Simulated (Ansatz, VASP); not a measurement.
## Cu: VASP beside Ansatz

```
CELL_PARAMETERS angstrom
2.53076 0.00000 0.00000
-1.26538 2.19171 0.00000
0.00000 0.00000 8.26182
ATOMIC_POSITIONS crystal
Cu 0.66667 0.33333 0.75000
Cu 0.00000 0.00000 0.50000
Cu 0.33333 0.66667 0.25000
Cu 0.00000 0.00000 0.00000
```

Alike in both runs: task single point; functional r2SCAN; k mesh 12 × 12 × 4; occupations fermi-dirac, width 0.05 eV; no spin polarisation.

|  | VASP | Ansatz |
| --- | --- | --- |
| version | VASP 6.6.1 | Ansatz 0.2.0 |
| potentials or method | VASP PAW PBE potentials, release 64 (Cu) | Ansatz PAW |
| plane-wave cutoff (eV) | 520 | 500 |
| valence electrons in the cell | 44 | 76 |

|  | VASP | Ansatz | Ansatz less VASP |
| --- | --- | --- | --- |
| gap on the k mesh at the Fermi level (eV) | none | none | - |
| pressure (GPa) | 0.6 | -0.1 | -0.72 |
| traceless stress, the component that is largest in VASP (GPa) | -0.33 | -0.38 | -0.054 |

VASP's potentials were made for PBE, not for r2SCAN. A gap of «none» marks a metal or a gap that the smearing closes. VASP's potentials hold 44 valence electrons a cell and Ansatz's 76, so a difference there can come from the potentials and not from the codes.
